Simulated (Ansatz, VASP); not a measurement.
## One calculation of AlN, two programs

Contents of POSCAR:

```
AlN
1.0
    0.0000000000      2.0188685302      2.0188685302
    2.0188685302      0.0000000000      2.0188685302
    2.0188685302      2.0188685302      0.0000000000
Al N
1 1
Direct
    0.0000000000      0.0000000000      0.0000000000
    0.5000000000      0.5000000000      0.5000000000
```

Contents of INCAR.step1:

```
  PREC = Accurate
  ENCUT = 520
  ISMEAR = 0
  SIGMA = 0.01
  LREAL = F
  LASPH = T
  NELM = 80
  NBANDS = 11
  GGA = PE
  ALGO = Normal
  EDIFF = 1E-4
  LWAVE = T
  LCHARG = F
```

INCAR.step2

```
  PREC = Accurate
  ENCUT = 520
  EDIFF = 1E-7
  ISMEAR = 0
  SIGMA = 0.01
  LREAL = F
  LASPH = T
  NELM = 80
  ALGO = Normal
  ISIF = 2
  LWAVE = F
  LCHARG = F
  METAGGA = R2SCAN
  LMIXTAU = T
  NBANDS = 11
  ISTART = 1
```

The input KPOINTS:

```
regular mesh
0
Gamma
  10 10 10
```

Input for Ansatz:

```yaml
crystal:
  lattice:
    - [0.0, 2.0188685302, 2.0188685302]
    - [2.0188685302, 0.0, 2.0188685302]
    - [2.0188685302, 2.0188685302, 0.0]
  atoms:
    - { symbol: Al, position: [0.0, 0.0, 0.0] }
    - { symbol: "N", position: [0.5, 0.5, 0.5] }
kpoints:
  mp_grid: { grid: [10, 10, 10] }
  band_path:
    path:
      - [0.0, 0.0, 0.0]
      - [0.5, 0.0, 0.5]
      - [0.625, 0.25, 0.625]
      - [0.375, 0.375, 0.75]
      - [0.5, 0.5, 0.5]
      - [0.5, 0.25, 0.75]
      - [0.0, 0.5, 0.5]
    npoints: 1
hamiltonian:
  xc: r2scan
scf:
  occupations: { method: fixed }
  n_extra_bands: 4
output:
  forces: true
  stress: true
  eigenvalues: true
```

Alike in both runs: task single point; functional r2SCAN; k mesh 10 × 10 × 10; no spin polarisation.

```csv
,VASP,Ansatz
version,VASP 6.6.1,Ansatz 0.2.0
potentials or method,"VASP PAW PBE potentials, release 64 (Al, N)","plane waves, PAW"
plane-wave cutoff (eV),520,500
occupations,"gaussian, width 0.01 eV",fixed
valence electrons in the cell,8,8
```

VASP gave:

```
gap on the k mesh at the Fermi level (eV) : 5.53
pressure (GPa)                            : -0.8
```

**Question.** What did Ansatz give for the same quantities?

**Answer.** gap on the k mesh at the Fermi level (eV): 5.52; pressure (GPa): 0.0.

VASP's potentials were made for PBE, not for r2SCAN.
